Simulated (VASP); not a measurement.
# TiO2 (I4_1/amd) in VASP: single point with PBE+U

Aim: the single point of TiO2 with PBE+U.

Program: VASP 6.6.1. These are calculated values, not measurements. Logs are shortened: lines on timing, memory, paths and dates and some standing lists are left out, and cuts for length are marked.

### Step 1. The cell of the first run

The structure is tetragonal, space group I4_1/amd (No. 141). The conventional cell has a = 3.785 Å, b = 3.785 Å, c = 9.520 Å, α = 90.00°, β = 90.00°, γ = 90.00°. Within 2.6 Å of Ti (site symmetry -4m2) lie 6 O at 1.93 to 2.00 Å. O (site symmetry 2mm) has 3 Ti at 1.93 to 2.00 Å and 2 O at 2.49 Å within 2.6 Å.

### Step 2. Single point, PBE+U, collinear spin

File INCAR:

```
SYSTEM = TiO2
ALGO = Normal
EDIFF = 1E-6
ENCUT = 520
GGA = PE
ISIF = 2
ISMEAR = 0
ISPIN = 2
ISYM = 0
LASPH = .TRUE.
LCHARG = .FALSE.
LDAU = .TRUE.
LDAUJ = 0 0
LDAUL = 2 -1
LDAUPRINT = 1
LDAUTYPE = 2
LDAUU = 3 0
LMAXMIX = 4
LORBIT = 11
LREAL = .FALSE.
LUSENCCL = .FALSE.
LWAVE = .FALSE.
MAGMOM = 1 1 1 1 0 0 0 0 0 0 0 0
NBANDS = 64
NELM = 150
PREC = Accurate
SIGMA = 0.03
```

File KPOINTS:

```
k-points
0
G
  4 4 3
  0 0 0
```

File POSCAR:

```
TiO2
1.0
   -1.8925000000      1.8925000000      4.7598000000
    1.8925000000     -1.8925000000      4.7598000000
    3.7850000000      3.7850000000     -9.5196000000
Ti O
4 8
Direct
    0.0000000000      0.0000000000      0.0000000000
    0.0000000000      0.0000000000      0.5000000000
    0.7500000000      0.2500000000      0.2500000000
    0.7500000000      0.2500000000      0.7500000000
    0.2101700000      0.2101700000      0.0000000000
    0.2101700000      0.2101700000      0.5000000000
    0.9601700000      0.4601700000      0.2500000000
    0.9601700000      0.4601700000      0.7500000000
    0.5398300000      0.0398300000      0.2500000000
    0.5398300000      0.0398300000      0.7500000000
    0.7898300000      0.7898300000      0.0000000000
    0.7898300000      0.7898300000      0.5000000000
```

Potentials or basis: VASP PAW PBE potentials, release 64 (Ti_sv, O).

Run with:

```console
cat potpaw_PBE.64/Ti_sv/POTCAR potpaw_PBE.64/O/POTCAR > POTCAR
mpirun -np 1 vasp_std > vasp.out
```

OUTCAR:

```text
SYSTEM = TiO2
   EDIFF = 1E-6
   ENCUT = 520
   GGA = PE
   ISIF = 2
   ISMEAR = 0
   ISPIN = 2
   ISYM = 0
   LASPH = .TRUE.
   LORBIT = 11
   LREAL = .FALSE.
   NELM = 150
   PREC = Accurate

 ion  position               nearest neighbor table
   1  0.000  0.000  0.000-   9 1.93   7 1.93  10 1.93   8 1.93  11 2.00   5 2.00
   2  0.000  0.000  0.500-  10 1.93   8 1.93   9 1.93   7 1.93  12 2.00   6 2.00
   3  0.750  0.250  0.250-  12 1.93   6 1.93  11 1.93   5 1.93   7 2.00   9 2.00
   4  0.750  0.250  0.750-  11 1.93   5 1.93  12 1.93   6 1.93   8 2.00  10 2.00
   5  0.210  0.210  0.000-   3 1.93   4 1.93   1 2.00
   6  0.210  0.210  0.500-   4 1.93   3 1.93   2 2.00
   7  0.960  0.460  0.250-   2 1.93   1 1.93   3 2.00
   8  0.960  0.460  0.750-   1 1.93   2 1.93   4 2.00
   9  0.540  0.040  0.250-   2 1.93   1 1.93   3 2.00
  10  0.540  0.040  0.750-   1 1.93   2 1.93   4 2.00
  11  0.790  0.790  0.000-   3 1.93   4 1.93   1 2.00
  12  0.790  0.790  0.500-   4 1.93   3 1.93   2 2.00

IMPORTANT INFORMATION: All symmetrisations will be switched off!
NOSYMM: (Re-)initialisation of all symmetry stuff for point group C_1.

----------------------------------------------------------------------------------------

                                     Primitive cell

  volume of cell :     136.3799

  direct lattice vectors                    reciprocal lattice vectors
    -1.892500000  1.892500000  4.759800000     0.000000000  0.264200793  0.105046431
     1.892500000 -1.892500000  4.759800000     0.264200793  0.000000000  0.105046431
     3.785000000  3.785000000 -9.519600000     0.132100396  0.132100396  0.000000000

  length of vectors
     5.460660083  5.460660083 10.921320166     0.284318152  0.284318152  0.186818172

  position of ions in fractional coordinates (direct lattice)
     0.000000000  0.000000000  0.000000000
     1.000000000  1.000000000  0.500000000
     0.750000000  0.250000000  0.250000000
     0.750000000  0.250000000  0.750000000
     0.210170000  0.210170000  0.000000000
     0.210170000  0.210170000  0.500000000
     0.960170000  0.460170000  0.250000000
     0.960170000  0.460170000  0.750000000
     0.539830000  0.039830000  0.250000000
     0.539830000  0.039830000  0.750000000
     0.789830000  0.789830000  0.000000000
     0.789830000  0.789830000  0.500000000

  ion indices of the primitive-cell ions
   primitive index   ion index
                 1           1
                 2           2
                 3           3
                 4           4
                 5           5
                 6           6
                 7           7
                 8           8
                 9           9
                10          10
                11          11
                12          12

----------------------------------------------------------------------------------------

 KPOINTS: k-points

Automatic generation of k-mesh.
 Grid dimensions read from file:
 generate k-points for:    4    4    3

 Generating k-lattice:

  Cartesian coordinates                     Fractional coordinates (reciprocal lattice)
     0.000000000  0.066050198  0.026261608     0.250000000  0.000000000 -0.000000000
     0.066050198  0.000000000  0.026261608     0.000000000  0.250000000 -0.000000000
     0.044033465  0.044033465  0.000000000     0.000000000  0.000000000  0.333333333

  Length of vectors
     0.071079538  0.071079538  0.062272724

[... 95 lines left out ...]
     AMIX_MAG =   1.60;   BMIX_MAG =  1.00
  volume/ion in A,a.u.               =      11.36        76.69
  Fermi-wavevector in a.u.,A,eV,Ry     =   1.456292  2.751993 28.855045  2.120786
  Thomas-Fermi vector in A             =   2.573227
   LORBIT       =     11    0 simple, 1 ext, 2 COOP (PROOUT), +10 PAW based schemes
 LDA+U is selected, type is set to LDAUTYPE =  2
   angular momentum for each species LDAUL =     2   -1
   U (eV)           for each species LDAUU =   3.0  0.0
   J (eV)           for each species LDAUJ =   0.0  0.0
   GGA     = PE    functional components
   LHFCALC =     F    Hartree Fock is set to
   AEXX    =    0.0000 exact exchange contribution
   IVDW    =     0    specifies the selected vdW correction
   LEPSILON=     F    determine dielectric tensor
   LRPA    =     F    only Hartree local field effects (RPA)
 spin polarized calculation
 Gauss-broadening in eV      SIGMA  =   0.03
  energy-cutoff  :      520.00
  volume of cell :      136.38
 maximum number of plane-waves:      3692
 NGX is ok and might be reduce to    42
   NGX = 21   NGY = 21   NGZ = 41

 number of electron      95.9999997 magnetization      -0.0002827

atom =   1  type =  1  l = 2

 onsite density matrix

spin component  1
[... 116 lines left out ...]
  o =  0.1060  v =  0.0000  0.0000  0.0000  0.0000  0.0000  0.0001 -0.7144 -0.0000 -0.6998 -0.0000      0.0000  0.0000  0.0000  0.0000  0.0000  0.0000  0.0000  0.0000  0.0000  0.0000
  o =  0.1060  v =  0.0000 -0.7022 -0.0000 -0.7120 -0.0000  0.0000  0.0000  0.0000  0.0000  0.0000      0.0000  0.0000  0.0000  0.0000  0.0000  0.0000  0.0000  0.0000  0.0000  0.0000
  o =  0.1060  v =  0.0000  0.0000  0.0000  0.0000  0.0000  0.0000  0.6998  0.0000 -0.7144  0.0000      0.0000  0.0000  0.0000  0.0000  0.0000  0.0000  0.0000  0.0000  0.0000  0.0000
  o =  0.1060  v = -0.0000 -0.7120 -0.0000  0.7022  0.0000  0.0000  0.0000  0.0000  0.0000  0.0000      0.0000  0.0000  0.0000  0.0000  0.0000  0.0000  0.0000  0.0000  0.0000  0.0000
  o =  0.1137  v = -0.0000 -0.0000 -0.0000 -0.0000 -0.0000 -1.0000 -0.0000  0.0000 -0.0000 -0.0000      0.0000  0.0000  0.0000  0.0000  0.0000  0.0000  0.0000 -0.0000  0.0000 -0.0000
  o =  0.1137  v = -1.0000 -0.0000  0.0000 -0.0000  0.0000 -0.0000 -0.0000 -0.0000 -0.0000 -0.0000      0.0000  0.0000 -0.0000  0.0000  0.0000  0.0000  0.0000  0.0000  0.0000  0.0000
  o =  0.2502  v =  0.0000  0.0000  0.0000  0.0000  0.0000 -0.0000  0.0000 -1.0000  0.0000 -0.0000      0.0000  0.0000  0.0000  0.0000  0.0000  0.0000  0.0000  0.0000  0.0000  0.0000
  o =  0.2502  v = -0.0000  0.0000 -1.0000  0.0000  0.0000  0.0000  0.0000  0.0000  0.0000  0.0000      0.0000  0.0000  0.0000  0.0000  0.0000  0.0000  0.0000  0.0000  0.0000  0.0000
  o =  0.2586  v =  0.0000  0.0000  0.0000  0.0000  0.0000  0.0000  0.0000  0.0000 -0.0000 -1.0000      0.0000  0.0000  0.0000  0.0000  0.0000  0.0000  0.0000  0.0000  0.0000  0.0000
  o =  0.2586  v =  0.0000  0.0000  0.0000 -0.0000  1.0000  0.0000  0.0000  0.0000  0.0000  0.0000      0.0000  0.0000  0.0000  0.0000  0.0000  0.0000  0.0000  0.0000  0.0000  0.0000

 number of electron      95.9999997 magnetization       0.0000088

 Free energy of the ion-electron system (eV)
  ---------------------------------------------------
  ext. energy  EPLUGINS =         0.00000000
  ---------------------------------------------------
  free energy    TOTEN  =       -99.37710364 eV

  energy without entropy =      -99.37710364  energy(sigma->0) =      -99.37710364

 E-fermi :   3.9010     XC(G=0): -10.7548

 val. band max:        3.6000969167   @ k =   0.5000   0.5000   0.0000
 cond. band min:       6.0758430468   @ k =   0.0000   0.0000   0.0000
 fundamental gap:      2.4757461301
 Fermi energy:         3.9009677877

 spin component 1

 k-point     1 :       0.0000    0.0000    0.0000
  band No.  band energies     occupation
      1     -53.5846      1.00000
      2     -53.5517      1.00000
      3     -53.5517      1.00000
      4     -53.5272      1.00000
      5     -29.9941      1.00000
      6     -29.9555      1.00000
[... 3017 lines left out ...]
     59       8.1610      0.00000
     60       8.3429      0.00000

 [... further k-points ...]

 [bands above 60 left out]

------------------------ aborting loop because EDIFF is reached ----------------------------------------

  FORCE on cell =-STRESS in cart. coord.  units (eV):
  Direction    XX          YY          ZZ          XY          YZ          ZX
  --------------------------------------------------------------------------------------
  -------------------------------------------------------------------------------------
  Total        9.7343944      9.7344666      6.3753033     -0.0009046      0.0000905      0.0000953
  in kB      114.3586589    114.3595065     74.8964035     -0.0106277      0.0010636      0.0011193
  external PRESSURE =     101.2048563 kB  Pullay stress =       0.0000000 kB

 VOLUME and BASIS-vectors are now :
 -----------------------------------------------------------------------------
  energy-cutoff  :      520.00
  volume of cell :      136.38
      direct lattice vectors                 reciprocal lattice vectors
    -1.892500000  1.892500000  4.759800000     0.000000000  0.264200793  0.105046431
     1.892500000 -1.892500000  4.759800000     0.264200793  0.000000000  0.105046431
     3.785000000  3.785000000 -9.519600000     0.132100396  0.132100396  0.000000000

 POSITION                                       TOTAL-FORCE (eV/Angst)
 -----------------------------------------------------------------------------------
      0.00000      0.00000      0.00000        -0.000039      0.000038     -0.000049
      1.89250      1.89250     -4.75980         0.000006     -0.000004      0.000036
      0.00000      1.89250      2.37990        -0.000018      0.000012     -0.000020
      1.89250      3.78500     -2.37990         0.000061     -0.000037      0.000014
      0.00000      0.00000      2.00073        -0.000042      0.000031     -0.117156
      1.89250      1.89250     -2.75907        -0.000043      0.000031     -0.117170
      0.00000      1.89250      4.38063         0.000035     -0.000042     -0.117157
      1.89250      3.78500     -0.37917         0.000025     -0.000042     -0.117172
      0.00000      1.89250      0.37917         0.000040     -0.000037      0.117171
      1.89250      3.78500     -4.38063         0.000041     -0.000029      0.117162
      0.00000      0.00000      7.51887        -0.000029      0.000041      0.117192
      1.89250      1.89250      2.75907        -0.000038      0.000039      0.117149
 -----------------------------------------------------------------------------------
    total drift:                                0.000015      0.000015     -0.000030

  FREE ENERGIE OF THE ION-ELECTRON SYSTEM (eV)
  ---------------------------------------------------
  free  energy   TOTEN  =       -99.3771036444 eV

  energy  without entropy=      -99.3771036444  energy(sigma->0) =      -99.37710364

 total charge

# of ion       s       p       d       tot
------------------------------------------
    1        2.232   6.312   1.640  10.185
    2        2.232   6.312   1.640  10.185
    3        2.232   6.312   1.640  10.185
    4        2.232   6.312   1.640  10.185
    5        1.571   3.526   0.000   5.097
    6        1.571   3.526   0.000   5.097
    7        1.571   3.526   0.000   5.097
    8        1.571   3.526   0.000   5.097
    9        1.571   3.526   0.000   5.097
   10        1.571   3.526   0.000   5.097
   11        1.571   3.526   0.000   5.097
   12        1.571   3.526   0.000   5.097
--------------------------------------------------
tot         21.497  53.454   6.560  81.511

 magnetization (x)

# of ion       s       p       d       tot
------------------------------------------
    1       -0.000   0.000  -0.000   0.000
    2       -0.000   0.000  -0.000  -0.000
    3       -0.000   0.000  -0.000  -0.000
    4       -0.000   0.000  -0.000   0.000
    5        0.000   0.000   0.000   0.000
    6        0.000  -0.000   0.000  -0.000
    7        0.000  -0.000   0.000   0.000
    8        0.000   0.000   0.000   0.000
    9        0.000   0.000   0.000   0.000
   10        0.000   0.000   0.000   0.000
   11        0.000  -0.000   0.000  -0.000
   12        0.000   0.000   0.000   0.000
--------------------------------------------------
tot         -0.000   0.000  -0.000   0.000
```

Run time: 6.8 min. Hardware: 1 × NVIDIA H100 80GB with 1 thread of Intel Xeon Platinum 8481C at 2.70GHz (Sapphire Rapids), shared host; peak memory 1.5 GiB.

Results:

- Free energy: -99.3771 eV
- Pressure: 10.1 GPa
- Largest force: 0.117 eV/Å
- Band gap on the k mesh: 2.48 eV
- Net moment: 0.00 μB per cell
- Valence electrons inside the program's atomic spheres: Ti 10.19; O 5.10

Forces in eV/Å, atoms in the order of the input:
```
Ti   0.000  0.000  0.000
Ti   0.000  0.000  0.000
Ti   0.000  0.000  0.000
Ti   0.000  0.000  0.000
O    0.000  0.000 -0.117
O    0.000  0.000 -0.117
O    0.000  0.000 -0.117
O    0.000  0.000 -0.117
O    0.000  0.000  0.117
O    0.000  0.000  0.117
O    0.000  0.000  0.117
O    0.000  0.000  0.117
```

Levels at points of the mesh, in eV from the valence-band top:
Spin up:
```tsv
k point	band 46	band 47	band 48	band 49	band 50	band 51
(0.00, 0.00, 0.00)	-0.50	0.00	0.00	2.48	3.24	3.73
(0.50, 0.00, 0.00)	-0.96	-0.69	-0.69	3.61	3.61	3.80
(0.00, 0.50, 0.00)	-0.96	-0.69	-0.69	3.61	3.61	3.80
(0.50, 0.50, 0.00)	-0.18	0.00	0.00	2.84	2.84	3.73
```
Spin down:
```csv
k point,band 46,band 47,band 48,band 49,band 50,band 51
"(0.00, 0.00, 0.00)",-0.50,0.00,0.00,2.48,3.24,3.73
"(0.50, 0.00, 0.00)",-0.96,-0.69,-0.69,3.61,3.61,3.80
"(0.00, 0.50, 0.00)",-0.96,-0.69,-0.69,3.61,3.61,3.80
"(0.50, 0.50, 0.00)",-0.18,0.00,0.00,2.84,2.84,3.73
```

Eigenvalues of the final occupation matrices:
```
    site  spin  trace               eigenvalues
site 1 d     1   0.83  0.11 0.11 0.11 0.25 0.26
site 1 d     2   0.83  0.11 0.11 0.11 0.25 0.26
site 2 d     1   0.83  0.11 0.11 0.11 0.25 0.26
site 2 d     2   0.83  0.11 0.11 0.11 0.25 0.26
site 3 d     1   0.83  0.11 0.11 0.11 0.25 0.26
site 3 d     2   0.83  0.11 0.11 0.11 0.25 0.26
site 4 d     1   0.83  0.11 0.11 0.11 0.25 0.26
site 4 d     2   0.83  0.11 0.11 0.11 0.25 0.26
```

Caveat: the cell stands under pressure; an odd mesh through Γ misses points on the zone boundary, where band edges can lie.
